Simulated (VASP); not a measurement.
**Mn: single point with PBE**

Mn:

```
Mn
1.0
     0.00000    2.27412    2.27412
     2.27412    0.00000    2.27412
     2.27412    2.27412    0.00000
Mn
2
Cartesian
  0.0000 0.0000 0.0000
  2.2741 2.2741 2.2741
```

This isn't the form of Mn at room conditions, which is a 58-atom cubic cell.

| Property | Result |
| --- | --- |
| Program | VASP 6.6.1 |
| Task | single point |
| Functional | PBE |
| Potentials or basis | VASP PAW PBE potentials, release 64 (Mn_pv) |
| Cutoff | 520 eV |
| k mesh | 13 × 13 × 13 |
| Occupations | fermi-dirac, width 0.05 eV |
| Spin | collinear spin, antiferromagnetic start |
| Starting moments | [2.238, -2.238] μB |
| Dipole correction | no |
| Further INCAR settings | ALGO = Normal; EDIFF = 1e-07; NBANDS = 24 |

- Pressure: 18.8 GPa
- Band gap on the k mesh: zero (filled and empty bands overlap)
- Net moment: 0.00 μB per cell
- Site moments: Mn +1.88, -1.88 μB
- Valence electrons inside the program's atomic spheres: Mn 12.03

Levels at points of the mesh, in eV from the Fermi level:
Spin up:
```csv
k point,band 9,band 10,band 11,band 12,band 13,band 14,band 15,band 16,band 17,band 18
"(0.00, 0.00, 0.00)",-3.99,-3.79,-3.79,-3.79,1.72,1.72,1.72,2.93,2.93,11.65
```
Spin down:
```
           k point  band 9  band 10  band 11  band 12  band 13  band 14  band 15  band 16  band 17  band 18
(0.00, 0.00, 0.00)   -3.99    -3.79    -3.79    -3.79     1.72     1.72     1.72     2.93     2.93    11.65
```

Wall time 30 s on 1 thread of Intel(R) Xeon(R) 6975P-C (Granite Rapids) (shared host), peak memory 0.19 GiB.

Caveat: the cell stands under pressure.
